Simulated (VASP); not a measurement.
# LiF (rocksalt type) (Fm-3m) in VASP: a series of runs

Runs on LiF (rocksalt type). Level: PBE. Tasks: electric field gradients.

Everything below comes from runs of VASP 6.6.1. Logs are shortened: lines on timing, memory, paths and dates and some standing lists are left out, and cuts for length are marked.

### Step 1. The cell of the first run

The structure is cubic, space group Fm-3m (No. 225). The conventional cell has a = 3.999 Å, b = 3.999 Å, c = 3.999 Å, α = 90.00°, β = 90.00°, γ = 90.00°. Li (site symmetry m-3m) has 6 F at 2.00 Å within 2.6 Å. F (site symmetry m-3m) has 6 Li at 2.00 Å within 2.6 Å.

### Step 2. Electric field gradients, PBE (7.99 Å³/atom)

The input, INCAR:

```
SYSTEM = LiF
ALGO = Normal
EDIFF = 1E-8
ENCUT = 520
GGA = PE
ISIF = 2
ISMEAR = -1
LASPH = .True.
LCHARG = .False.
LEFG = .True.
LREAL = .False.
LWAVE = .False.
NBANDS = 12
NELM = 60
PREC = Accurate
SIGMA = 0.03
```

The input, KPOINTS:

```
k-points
0
Gamma
  14 14 14
  0 0 0
```

The input, POSCAR:

```
LiF
1.0
    0.0000000000      1.9995698048      1.9995698048
    1.9995698048      0.0000000000      1.9995698048
    1.9995698048      1.9995698048      0.0000000000
Li F
1 1
Direct
    0.0000000000      0.0000000000      0.0000000000
    0.5000000000      0.5000000000      0.5000000000
```

Potentials or basis: VASP PAW PBE potentials, release 64 (Li_sv, F).

Started as:

```sh
$ cat potpaw_PBE.64/Li_sv/POTCAR potpaw_PBE.64/F/POTCAR > POTCAR
$ mpirun -np 1 vasp_std > vasp.out
```

OUTCAR:

```text
SYSTEM = LiF
   EDIFF = 1E-8
   ENCUT = 520
   GGA = PE
   ISIF = 2
   ISMEAR = -1
   LASPH = .True.
   LREAL = .False.
   NELM = 60
   PREC = Accurate

 ion  position               nearest neighbor table
   1  0.000  0.000  0.000-   2 2.00   2 2.00   2 2.00   2 2.00   2 2.00   2 2.00
   2  0.500  0.500  0.500-   1 2.00   1 2.00   1 2.00   1 2.00   1 2.00   1 2.00

  LATTYP: Found a face centered cubic cell.
 ALAT       =     3.9991396096

  Lattice vectors:

 A1 = (   0.0000000000,   1.9995698048,   1.9995698048)
 A2 = (   1.9995698048,   0.0000000000,   1.9995698048)
 A3 = (   1.9995698048,   1.9995698048,   0.0000000000)

Analysis of symmetry for initial positions (statically):
=====================================================================
 Subroutine PRICEL returns:
 Original cell was already a primitive cell.

 Routine SETGRP: Setting up the symmetry group for a
 face centered cubic supercell.

 Subroutine GETGRP returns: Found 48 space group operations
 (whereof 48 operations were pure point group operations)
 out of a pool of 48 trial point group operations.

The static configuration has the point symmetry O_h .

Analysis of symmetry for dynamics (positions and initial velocities):
=====================================================================
 Subroutine PRICEL returns:
 Original cell was already a primitive cell.

 Routine SETGRP: Setting up the symmetry group for a
 face centered cubic supercell.

 Subroutine GETGRP returns: Found 48 space group operations
 (whereof 48 operations were pure point group operations)
 out of a pool of 48 trial point group operations.

The dynamic configuration has the point symmetry O_h .

 Subroutine INISYM returns: Found 48 space group operations
 (whereof 48 operations are pure point group operations),
 and found     1 'primitive' translations

----------------------------------------------------------------------------------------

                                     Primitive cell

  volume of cell :      15.9897

  direct lattice vectors                    reciprocal lattice vectors
     0.000000000  1.999569805  1.999569805    -0.250053786  0.250053786  0.250053786
     1.999569805  0.000000000  1.999569805     0.250053786 -0.250053786  0.250053786
     1.999569805  1.999569805  0.000000000     0.250053786  0.250053786 -0.250053786

  length of vectors
     2.827818737  2.827818737  2.827818737     0.433105862  0.433105862  0.433105862

  position of ions in fractional coordinates (direct lattice)
     0.000000000  0.000000000  0.000000000
     0.500000000  0.500000000  0.500000000

  ion indices of the primitive-cell ions
   primitive index   ion index
                 1           1
                 2           2

----------------------------------------------------------------------------------------

 KPOINTS: k-points

Automatic generation of k-mesh.
 Grid dimensions read from file:
 generate k-points for:   14   14   14

 Generating k-lattice:

  Cartesian coordinates                     Fractional coordinates (reciprocal lattice)
    -0.017860985  0.017860985  0.017860985     0.071428571  0.000000000  0.000000000
     0.017860985 -0.017860985  0.017860985     0.000000000  0.071428571  0.000000000
     0.017860985  0.017860985 -0.017860985     0.000000000  0.000000000  0.071428571

  Length of vectors
     0.030936133  0.030936133  0.030936133

  Shift w.r.t. Gamma in fractional coordinates (k-lattice)
     0.000000000  0.000000000  0.000000000

 Subroutine IBZKPT returns following result:
 ===========================================

 Found    104 irreducible k-points:

 Following reciprocal coordinates:
            Coordinates               Weight
  0.000000  0.000000  0.000000      1.000000
  0.071429  0.000000  0.000000      8.000000
  0.142857  0.000000  0.000000      8.000000
  0.214286  0.000000  0.000000      8.000000
  0.285714  0.000000  0.000000      8.000000
  0.357143  0.000000  0.000000      8.000000
[... 16 lines left out ...]
  0.214286  0.142857  0.000000     24.000000
  0.285714  0.142857  0.000000     24.000000
 [... further k-points ...]
   k-points           NKPTS =    104   k-points in BZ     NKDIM =    104   number of bands    NBANDS=     12
   number of dos      NEDOS =    301   number of ions     NIONS =      2
   total plane-waves  NPLWV =  13824
   dimension x,y,z NGX =    24 NGY =   24 NGZ =   24
   dimension x,y,z NGXF=    48 NGYF=   48 NGZF=   48
   ions per type =               1   1
   NGX,Y,Z   is equivalent  to a cutoff of  14.11, 14.11, 14.11 a.u.
   NGXF,Y,Z  is equivalent  to a cutoff of  28.22, 28.22, 28.22 a.u.
 SYSTEM =  LiF
   PREC   = accura    normal or accurate (medium, high low for compatibility)
   ISTART =      0    job   : 0-new  1-cont  2-samecut
   ICHARG =      2    charge: 1-file 2-atom 10-const
   ISPIN  =      1    spin polarized calculation?
   LNONCOLLINEAR =      F non collinear calculations
   LSORBIT =      F    spin-orbit coupling
   LASPH  =      T    aspherical Exc in radial PAW
   ENCUT  =  520.0 eV  38.22 Ry    6.18 a.u.   5.26  5.26  5.26*2*pi/ulx,y,z
   NELM   =     60;   NELMIN=  2; NELMDL= -5     # of ELM steps
   EDIFF  = 0.1E-07   stopping-criterion for ELM
   LREAL  =      F    real-space projection
   EDIFFG = 0.1E-06   stopping-criterion for IOM
   NSW    =      0    number of steps for IOM
   IBRION =     -1    ionic relax: 0-MD 1-quasi-New 2-CG
   NFREE  =      0    steps in history (QN), initial steepest desc. (CG)
   ISIF   =      2    stress and relaxation
   ISYM   =      2    0-nonsym 1-usesym 2-fastsym
   POTIM  = 0.5000    time-step for ionic-motion
   TEBEG  =    0.0;   TEEND  =   0.0 temperature during run
   PSTRESS=    0.0 pullay stress
   NELECT =      10.0000    total number of electrons
   NUPDOWN=      -1.0000    fix difference up-down
   EMIN   =  10.00;   EMAX   =-10.00  energy-range for DOS
   EFERMI =   0.00;   METHOD = LEGACY
   ISMEAR =    -1;   SIGMA  =   0.03  broadening in eV -4-tet -1-fermi 0-gaus
   EFERMI_NEDOS =   21; number of points for ismear=-14 and -15
   IALGO  =     38    algorithm
   IMIX   =      4    mixing-type and parameters
     AMIX     =   0.40;   BMIX     =  1.00
     AMIX_MAG =   1.60;   BMIX_MAG =  1.00
  volume/ion in A,a.u.               =       7.99        53.95
  Fermi-wavevector in a.u.,A,eV,Ry     =   1.400001  2.645618 26.667447  1.960002
  Thomas-Fermi vector in A             =   2.523005
   LORBIT       =      0    0 simple, 1 ext, 2 COOP (PROOUT), +10 PAW based schemes
   GGA     = PE    functional components
   LHFCALC =     F    Hartree Fock is set to
   AEXX    =    0.0000 exact exchange contribution
   IVDW    =     0    specifies the selected vdW correction
   LEPSILON=     F    determine dielectric tensor
   LRPA    =     F    only Hartree local field effects (RPA)
 non-spin polarized calculation
  energy-cutoff  :      520.00
  volume of cell :       15.99
 maximum number of plane-waves:       444
 NGX is ok and might be reduce to    24
   NGX = 11   NGY = 11   NGZ = 11

 number of electron      10.0000000 magnetization

 number of electron       9.9999995 magnetization

 Free energy of the ion-electron system (eV)
  ---------------------------------------------------
  ext. energy  EPLUGINS =         0.00000000
  ---------------------------------------------------
  free energy    TOTEN  =        -9.63102925 eV

  energy without entropy =       -9.63102925  energy(sigma->0) =       -9.63102925

 E-fermi :  -0.2422     XC(G=0): -10.0881

 val. band max:       -0.8855799001   @ k =  -0.0714   0.0714   0.0000
 cond. band min:       8.4016628587   @ k =   0.0000   0.0000   0.0000
 fundamental gap:      9.2872427588
 Fermi energy:        -0.2421838918

 k-point     1 :       0.0000    0.0000    0.0000
  band No.  band energies     occupation
      1     -41.7587      2.00000
      2     -20.9200      2.00000
      3      -0.8864      2.00000
      4      -0.8864      2.00000
      5      -0.8864      2.00000
      6       8.4017      0.00000
      7      23.3686      0.00000
      8      23.3686      0.00000
      9      23.3686      0.00000
     10      23.6515      0.00000
     11      23.6515      0.00000
     12      23.6515      0.00000
[... 331 lines left out ...]
 k-point    24 :       0.2857    0.1429    0.0000
  band No.  band energies     occupation
      1     -41.7213      2.00000
      2     -20.6488      2.00000
      3      -2.3009      2.00000
      4      -1.2546      2.00000
      5      -1.2301      2.00000
      6      10.2105      0.00000
      7      17.2043      0.00000
      8      19.4474      0.00000
      9      19.8171      0.00000
     10      22.6242      0.00000
     11      29.8395      0.00000
     12      29.8865      0.00000

 [... further k-points ...]

------------------------ aborting loop because EDIFF is reached ----------------------------------------

  FORCE on cell =-STRESS in cart. coord.  units (eV):
  Direction    XX          YY          ZZ          XY          YZ          ZX
  --------------------------------------------------------------------------------------
  -------------------------------------------------------------------------------------
  Total        0.3384446      0.3384446      0.3384446      0.0000000     -0.0000000      0.0000000
  in kB       33.9123916     33.9123916     33.9123916      0.0000000     -0.0000000      0.0000000
  external PRESSURE =      33.9123916 kB  Pullay stress =       0.0000000 kB

 VOLUME and BASIS-vectors are now :
 -----------------------------------------------------------------------------
  energy-cutoff  :      520.00
  volume of cell :       15.99
      direct lattice vectors                 reciprocal lattice vectors
     0.000000000  1.999569805  1.999569805    -0.250053786  0.250053786  0.250053786
     1.999569805  0.000000000  1.999569805     0.250053786 -0.250053786  0.250053786
     1.999569805  1.999569805  0.000000000     0.250053786  0.250053786 -0.250053786

 POSITION                                       TOTAL-FORCE (eV/Angst)
 -----------------------------------------------------------------------------------
      0.00000      0.00000      0.00000         0.000000      0.000000     -0.000000
      1.99957      1.99957      1.99957        -0.000000     -0.000000      0.000000
 -----------------------------------------------------------------------------------
    total drift:                               -0.000000     -0.000000      0.000000

  FREE ENERGIE OF THE ION-ELECTRON SYSTEM (eV)
  ---------------------------------------------------
  free  energy   TOTEN  =        -9.6310292545 eV

  energy  without entropy=       -9.6310292544  energy(sigma->0) =       -9.63102925

 Electric field gradients (V/A^2)
---------------------------------------------------------------------
 ion       V_xx      V_yy      V_zz      V_xy      V_xz      V_yz
---------------------------------------------------------------------
   1       0.000    -0.000     0.000    -0.000    -0.000    -0.000
   2       0.000     0.000     0.000     0.001     0.001     0.001
---------------------------------------------------------------------

 Electric field gradients after diagonalization (V/A^2)
 (convention: |V_zz| > |V_xx| > |V_yy|)
----------------------------------------------------------------------
 ion       V_xx      V_yy      V_zz     asymmetry (V_yy - V_xx)/ V_zz
----------------------------------------------------------------------
   1       0.000     0.000    -0.001       0.000
   2      -0.001    -0.001     0.002       0.000
----------------------------------------------------------------------

           NMR quadrupolar parameters

 Cq : quadrupolar parameter    Cq=e*Q*V_zz/h
 eta: asymmetry parameters     (V_yy - V_xx)/ V_zz
 Q  : nuclear electric quadrupole moment in mb (millibarn)
----------------------------------------------------------------------
 ion       Cq(MHz)       eta       Q (mb)
----------------------------------------------------------------------
   1      -0.000       0.000       1.000
   2       0.000       0.000       1.000
----------------------------------------------------------------------
```

Wall time 38 s (1 thread of Intel Xeon 8259CL, shared host); peak memory 0.14 GiB.

Results:

* Free energy: -9.6310 eV
* Band gap on the k mesh: 9.29 eV
* Largest electric field gradient by atom: zero within the noise of the run

Levels at points of the mesh, in eV from the valence-band top:
```
           k point  band 1  band 2  band 3  band 4  band 5  band 6  band 7  band 8  band 9  band 10
(0.00, 0.00, 0.00)  -40.87  -20.03    0.00    0.00    0.00    9.29   24.25   24.25   24.25    24.54
(0.50, 0.00, 0.00)  -40.81  -19.58   -2.58   -0.24   -0.24   10.89   17.00   19.07   19.07    30.75
(0.50, 0.50, 0.00)  -40.79  -19.30   -3.10   -1.03   -1.03   15.01   16.57   17.71   20.49    20.49
```

Caveat: the cutoff is under 1.25 times the usual one of these potentials, so pressure, stress and relaxed cells hold a basis-set (Pulay) error.

[end of part 1 of 3]
